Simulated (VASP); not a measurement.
Runs of VASP 6.6.1 on ZrTi3C4. The structure is that of space group Pm-3m (No. 221), or close to it. The cells are those of the table. 

| task | spin | cell | k mesh | cutoff (eV) | gap on the mesh (eV) | pressure (GPa) |
| --- | --- | --- | --- | --- | --- | --- |
| single point | off | a = 4.444 Å, 8 atoms | 4 × 4 × 4 | 520 | none | 0.0 |
| single point | collinear | a = 4.444 Å, 8 atoms | 4 × 4 × 4 | 520 | none | 0.1 |
| relaxation of cell and atoms | off | relaxed from a = 4.444 Å, 8 atoms | 8 × 8 × 8 | 600 | none | 0.0 |
| single point | off | a = 4.805 Å, 8 atoms | 4 × 4 × 4 | 520 | none | -34.3 |
| relaxation of cell and atoms | off | relaxed from a = 4.805 Å, 8 atoms | 4 × 4 × 4 | 600 | none | 0.5 |
| single point | off | a = 4.444 Å, 8 atoms | 8 × 8 × 8 | 520 | none | (a) |

Alike in all rows: level PBE; potentials or basis VASP PAW PBE potentials, release 64 (Zr_sv, Ti_sv, C); smearing gaussian 0.1 eV.

Task: Fill in the values left out.

Result: (a) 0.3.

Caveats: the cell stands under tension (at least some runs).

A k mesh can miss the band edges, and the runs leave out spin-orbit coupling on Zr.

A gap of «none» marks levels without a gap at the run's occupations.
